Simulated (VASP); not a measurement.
## Ba2Ir: single point with PBE

Crystal: Ba2Ir.

```
Ba Ir
1.0
     0.00000    4.47324    4.47324
     4.47324    0.00000    4.47324
     4.47324    4.47324    0.00000
Ba Ir
4 2
Direct
  0.62500 0.62500 0.62500
  0.12500 0.62500 0.62500
  0.62500 0.62500 0.12500
  0.62500 0.12500 0.62500
  0.00000 0.00000 0.00000
  0.25000 0.25000 0.25000
```

```
Program             : VASP 6.6.1
Task                : single point
Functional          : PBE
Potentials or basis : VASP PAW PBE potentials, release 64 (Ba_sv, Ir)
Cutoff              : 520 eV
k mesh              : 4 × 4 × 4
Occupations         : gaussian, width 0.1 eV
Spin                : no spin polarisation
```

| Item | Value |
| --- | --- |
| Pressure | 4.2 GPa |
| Band gap on the k mesh | zero (bands 29 and 30 overlap by 1.03 eV) |

Levels at points of the mesh, in eV from the Fermi level:
| k point | band 26 | band 27 | band 28 | band 29 | band 30 | band 31 | band 32 | band 33 |
| --- | --- | --- | --- | --- | --- | --- | --- | --- |
| (0.00, 0.00, 0.00) | -0.77 | -0.50 | -0.50 | -0.36 | -0.36 | -0.36 | 0.47 | 1.04 |
| (0.50, 0.00, 0.00) | -0.76 | -0.41 | -0.41 | -0.11 | 0.54 | 0.68 | 0.68 | 1.16 |
| (0.50, 0.50, 0.00) | -0.68 | -0.28 | -0.28 | 0.25 | 0.25 | 1.49 | 1.49 | 1.55 |

Run time: 89 s on 1 thread of Intel(R) Xeon(R) 6975P-C (Granite Rapids) (shared host), peak memory 0.34 GiB.

Caveat: the cell stands under pressure; spin-orbit coupling is left out, which moves the levels of the heavy elements.
